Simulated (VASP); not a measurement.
# Sr in VASP: notebook, part 2 of 2

VASP 6.6.1. Earlier steps stand in the parts before.

### Step 4. Single point, PBE

This run uses another cell than the first one.

File INCAR:

```
  PREC = Accurate
  ENCUT = 400
  EDIFF = 1E-6
  ISMEAR = 0
  SIGMA = 0.1
  LREAL = F
  LASPH = T
  NELM = 120
  ALGO = Normal
  ISIF = 2
  LWAVE = F
  LCHARG = T
  LDIPOL = T
  IDIPOL = 3
  DIPOL = 0.5 0.5 0.292
  GGA = PE
  LELF = T
  LVHAR = T
  LVACPOTAV = T
  NBANDS = 17
  GGA_COMPAT = F
  NELMDL = -8
```

File KPOINTS:

```
Automatic mesh
0
Gamma
  6 6 1
```

File POSCAR:

```
Sr
1.0
    4.2970181601      0.0000000000      0.0000000000
   -2.1485090800      3.7213268872      0.0000000000
    0.0000000000      0.0000000000     30.8500002400
Sr
2
Direct
    0.3333333333      0.6666666667      0.2386428634
    0.6666666667      0.3333333333      0.3448255275
```

Potentials or basis: VASP PAW PBE potentials, release 64 (Sr_sv).

Command:

```console
> cat potpaw_PBE.64/Sr_sv/POTCAR > POTCAR
> mpirun -np 1 vasp_std > vasp.out
```

OUTCAR:

```text
PREC = Accurate
   ENCUT = 400
   EDIFF = 1E-6
   ISMEAR = 0
   LREAL = F
   LASPH = T
   NELM = 120
   ISIF = 2
   GGA = PE
   NELMDL = -8

 ion  position               nearest neighbor table
   1  0.333  0.667  0.239-   2 4.11   2 4.11   2 4.11
   2  0.667  0.333  0.345-   1 4.11   1 4.11   1 4.11

  LATTYP: Found a hexagonal cell.
 ALAT       =     4.2970181601
 C/A-ratio  =     7.1793972216

  Lattice vectors:

 A1 = (   4.2970181601,   0.0000000000,   0.0000000000)
 A2 = (  -2.1485090800,   3.7213268872,   0.0000000000)
 A3 = (   0.0000000000,   0.0000000000,  30.8500002400)

Analysis of symmetry for initial positions (statically):
=====================================================================
 Subroutine PRICEL returns:
 Original cell was already a primitive cell.

 Routine SETGRP: Setting up the symmetry group for a
 hexagonal supercell.

 Subroutine GETGRP returns: Found 12 space group operations
 (whereof  6 operations were pure point group operations)
 out of a pool of 24 trial point group operations.

The static configuration has the point symmetry C_3v.
 The point group associated with its full space group is D_3d.

Analysis of symmetry for dynamics (positions and initial velocities):
=====================================================================
 Subroutine PRICEL returns:
 Original cell was already a primitive cell.

 Routine SETGRP: Setting up the symmetry group for a
 hexagonal supercell.

 Subroutine GETGRP returns: Found 12 space group operations
 (whereof  6 operations were pure point group operations)
 out of a pool of 24 trial point group operations.

The dynamic configuration has the point symmetry C_3v.
 The point group associated with its full space group is D_3d.

 Subroutine INISYM returns: Found 12 space group operations
 (whereof  6 operations are pure point group operations),
 and found     1 'primitive' translations

----------------------------------------------------------------------------------------

                                     Primitive cell

  volume of cell :     493.3103

  direct lattice vectors                    reciprocal lattice vectors
     4.297018160  0.000000000  0.000000000     0.232719519  0.134360677  0.000000000
    -2.148509080  3.721326887  0.000000000     0.000000000  0.268721354  0.000000000
     0.000000000  0.000000000 30.850000240     0.000000000  0.000000000  0.032414911

  length of vectors
     4.297018160  4.297018160 30.850000240     0.268721354  0.268721354  0.032414911

  position of ions in fractional coordinates (direct lattice)
     0.333333333  0.666666667  0.238642863
     0.666666667  0.333333333  0.344825527

  ion indices of the primitive-cell ions
   primitive index   ion index
                 1           1
                 2           2

----------------------------------------------------------------------------------------

 KPOINTS: Automatic mesh

Automatic generation of k-mesh.
 Grid dimensions read from file:
 generate k-points for:    6    6    1

 Generating k-lattice:

  Cartesian coordinates                     Fractional coordinates (reciprocal lattice)
     0.038786587  0.022393446  0.000000000     0.166666667  0.000000000  0.000000000
     0.000000000  0.044786892  0.000000000     0.000000000  0.166666667  0.000000000
     0.000000000  0.000000000  0.032414911     0.000000000  0.000000000  1.000000000

  Length of vectors
     0.044786892  0.044786892  0.032414911

  Shift w.r.t. Gamma in fractional coordinates (k-lattice)
     0.000000000  0.000000000  0.000000000

 Subroutine IBZKPT returns following result:
 ===========================================

 Found      7 irreducible k-points:

 Following reciprocal coordinates:
            Coordinates               Weight
  0.000000  0.000000  0.000000      1.000000
  0.166667 -0.000000  0.000000      6.000000
  0.333333 -0.000000  0.000000      6.000000
  0.500000 -0.000000  0.000000      3.000000
  0.166667  0.166667  0.000000      6.000000
  0.333333  0.166667  0.000000     12.000000
  0.333333  0.333333  0.000000      2.000000
   k-points           NKPTS =      7   k-points in BZ     NKDIM =      7   number of bands    NBANDS=     17
   number of dos      NEDOS =    301   number of ions     NIONS =      2
   total plane-waves  NPLWV = 164640
   dimension x,y,z NGX =    28 NGY =   28 NGZ =  210
   dimension x,y,z NGXF=    56 NGYF=   56 NGZF=  420
   ions per type =               2
   NGX,Y,Z   is equivalent  to a cutoff of  10.83, 10.83, 11.32 a.u.
   NGXF,Y,Z  is equivalent  to a cutoff of  21.67, 21.67, 22.63 a.u.
 SYSTEM =  unknown system
   PREC   = accura    normal or accurate (medium, high low for compatibility)
   ISTART =      0    job   : 0-new  1-cont  2-samecut
   ICHARG =      2    charge: 1-file 2-atom 10-const
   ISPIN  =      1    spin polarized calculation?
   LNONCOLLINEAR =      F non collinear calculations
   LSORBIT =      F    spin-orbit coupling
   LASPH  =      T    aspherical Exc in radial PAW
   ENCUT  =  400.0 eV  29.40 Ry    5.42 a.u.   7.01  7.01 50.31*2*pi/ulx,y,z
   NELM   =    120;   NELMIN=  2; NELMDL= -8     # of ELM steps
   EDIFF  = 0.1E-05   stopping-criterion for ELM
   LREAL  =      F    real-space projection
   EDIFFG = 0.1E-04   stopping-criterion for IOM
   NSW    =      0    number of steps for IOM
   IBRION =     -1    ionic relax: 0-MD 1-quasi-New 2-CG
   NFREE  =      0    steps in history (QN), initial steepest desc. (CG)
   ISIF   =      2    stress and relaxation
   ISYM   =      2    0-nonsym 1-usesym 2-fastsym
   POTIM  = 0.5000    time-step for ionic-motion
   TEBEG  =    0.0;   TEEND  =   0.0 temperature during run
   PSTRESS=    0.0 pullay stress
   NELECT =      20.0000    total number of electrons
   NUPDOWN=      -1.0000    fix difference up-down
   EMIN   =  10.00;   EMAX   =-10.00  energy-range for DOS
   EFERMI =   0.00;   METHOD = LEGACY
   ISMEAR =     0;   SIGMA  =   0.10  broadening in eV -4-tet -1-fermi 0-gaus
   EFERMI_NEDOS =   21; number of points for ismear=-14 and -15
   IALGO  =     38    algorithm
   IMIX   =      4    mixing-type and parameters
     AMIX     =   0.40;   BMIX     =  1.00
     AMIX_MAG =   1.60;   BMIX_MAG =  1.00
  volume/ion in A,a.u.               =     246.66      1664.51
  Fermi-wavevector in a.u.,A,eV,Ry     =   0.562399  1.062781  4.303427  0.316293
  Thomas-Fermi vector in A             =   1.599102
   LORBIT       =      0    0 simple, 1 ext, 2 COOP (PROOUT), +10 PAW based schemes
   GGA     = PE    functional components
   LHFCALC =     F    Hartree Fock is set to
   AEXX    =    0.0000 exact exchange contribution
   IVDW    =     0    specifies the selected vdW correction
   LEPSILON=     F    determine dielectric tensor
   LRPA    =     F    only Hartree local field effects (RPA)
 non-spin polarized calculation
 Gauss-broadening in eV      SIGMA  =   0.10
  energy-cutoff  :      400.00
  volume of cell :      493.31
 maximum number of plane-waves:      8997
 NGX is ok and might be reduce to    28
   NGX = 13   NGY = 13   NGZ =101

 dipolmoment           0.000000      0.000000     -0.000085 electrons x Angstroem

 number of electron      20.0000000 magnetization

 dipolmoment           0.000000      0.000000      0.000004 electrons x Angstroem

 Free energy of the ion-electron system (eV)
  ---------------------------------------------------
  ext. energy  EPLUGINS =         0.00000000
  ---------------------------------------------------
  free energy    TOTEN  =        -2.60201908 eV

  energy without entropy =       -2.59269636  energy(sigma->0) =       -2.59735772

 E-fermi :  -1.4736     XC(G=0):  -2.1340

 val. band max:       -1.4795416250   @ k =   0.3333   0.3333   0.0000
 cond. band min:      -1.3725305790   @ k =   0.0000   0.0000   0.0000
 fundamental gap:      0.1070110460
 Fermi energy:        -1.4736382425

 k-point     1 :       0.0000    0.0000    0.0000
  band No.  band energies     occupation
      1     -38.3644      2.00000
      2     -38.3531      2.00000
      3     -20.4802      2.00000
      4     -20.3506      2.00000
      5     -20.2422      2.00000
      6     -20.2422      2.00000
[... 9 lines left out ...]
     16       0.8168      0.00000
     17       0.8168      0.00000
[... 103 lines left out ...]
      1     -38.3494      2.00000
      2     -38.3494      2.00000
      3     -20.4136      2.00000
      4     -20.4136      2.00000
      5     -20.3490      2.00000
      6     -20.3088      2.00000
[... 9 lines left out ...]
     16       1.1981      0.00000
     17       1.1981      0.00000

------------------------ aborting loop because EDIFF is reached ----------------------------------------

  FORCE on cell =-STRESS in cart. coord.  units (eV):
  Direction    XX          YY          ZZ          XY          YZ          ZX
  --------------------------------------------------------------------------------------
  -------------------------------------------------------------------------------------
  Total       -0.0516111     -0.0516111     -0.1116793     -0.0000000      0.0000000     -0.0000000
  in kB       -0.1676231     -0.1676231     -0.3627129     -0.0000000      0.0000000     -0.0000000
  external PRESSURE =      -0.2326530 kB  Pullay stress =       0.0000000 kB

 VOLUME and BASIS-vectors are now :
 -----------------------------------------------------------------------------
  energy-cutoff  :      400.00
  volume of cell :      493.31
      direct lattice vectors                 reciprocal lattice vectors
     4.297018160  0.000000000  0.000000000     0.232719519  0.134360677  0.000000000
    -2.148509080  3.721326887  0.000000000     0.000000000  0.268721354  0.000000000
     0.000000000  0.000000000 30.850000240     0.000000000  0.000000000  0.032414911

 POSITION                                       TOTAL-FORCE (eV/Angst)
 -----------------------------------------------------------------------------------
     -0.00000      2.48088      7.36213        -0.000000      0.000000      0.028851
      2.14851      1.24044     10.63787         0.000000      0.000000     -0.028851
 -----------------------------------------------------------------------------------
    total drift:                               -0.000000      0.000000      0.000026

  FREE ENERGIE OF THE ION-ELECTRON SYSTEM (eV)
  ---------------------------------------------------
  free  energy   TOTEN  =        -2.6020190814 eV

  energy  without entropy=       -2.5926963646  energy(sigma->0) =       -2.59735772

 vacuum level on the upper side and lower side of the slab         0.985         0.985
```

OSZICAR:

```text
N       E                     dE             d eps       ncg     rms          rms(c)
DAV:   1     0.841442501245E+02    0.84144E+02   -0.76567E+03   326   0.638E+02
DAV:   2     0.655543222111E+01   -0.77589E+02   -0.77046E+02   317   0.162E+02
DAV:   3    -0.273634161186E+01   -0.92918E+01   -0.92729E+01   410   0.372E+01
[... 18 lines left out ...]
DAV:  22    -0.260200499651E+01   -0.54948E-05   -0.43766E-07   244   0.151E-03    0.519E-04
DAV:  23    -0.260201488988E+01   -0.98934E-05   -0.40107E-07   250   0.200E-03    0.417E-04
DAV:  24    -0.260201599609E+01   -0.11062E-05   -0.57640E-08   261   0.817E-04    0.202E-04
DAV:  25    -0.260201822471E+01   -0.22286E-05   -0.33875E-08   241   0.571E-04    0.764E-05
DAV:  26    -0.260201908141E+01   -0.85670E-06   -0.21444E-08   217   0.295E-04
   1 F= -.26020191E+01 E0= -.25973577E+01  d E =-.932272E-02
```

Run time: 2.8 min. Hardware: 1 thread of Intel Xeon 8259CL, shared host; peak memory 0.39 GiB.

What came out:

| Quantity | Value |
| --- | --- |
| Free energy | -2.6020 eV |
| Largest force | 0.029 eV/Å |
| Band gap on the k mesh | zero (filled and empty bands touch) |

Forces on the atoms (eV/Å):
```
Sr   0.000  0.000  0.029
Sr   0.000  0.000 -0.029
```

The gap in the log of VASP goes by the Fermi energy; the results here count the filled bands.